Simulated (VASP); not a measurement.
A run of VASP 6.6.1 is set up as follows.

The input INCAR:

```
SYSTEM = Ni
  ALGO = Normal
  EDIFF = 1E-6
  ENCUT = 520
  GGA = PS
  ISIF = 2
  ISMEAR = -1
  ISPIN = 2
  LASPH = .True.
  LCHARG = .False.
  LMAXMIX = 4
  LORBIT = 11
  LREAL = .False.
  LWAVE = .False.
  MAGMOM = 1
  NBANDS = 15
  NELM = 150
  PREC = Accurate
  SIGMA = 0.05
```

KPOINTS

```
k-points
0
Gamma
  13 13 13
  0 0 0
```

The input POSCAR:

```
Ni
1.0
   -1.3928794157      1.3928794157      1.3928794157
    1.3928794157     -1.3928794157      1.3928794157
    1.3928794157      1.3928794157     -1.3928794157
Ni
1
Direct
    0.0000000000      0.0000000000      0.0000000000
```

Potentials or basis: VASP PAW PBE potentials, release 64 (Ni).

Run with:

```sh
$ cat potpaw_PBE.64/Ni/POTCAR > POTCAR
$ mpirun -np 1 vasp_std > vasp.out
```

Task: What does it give for the net moment?

Result: 0.59 μB per cell.

Task: Predict the site moments.

Result: Ni +0.59 μB.

Task: Predict the pressure.

Result: -6.4 GPa.

Caveat: the PAW data sets were made with another functional, which shifts forces and pressure a little.
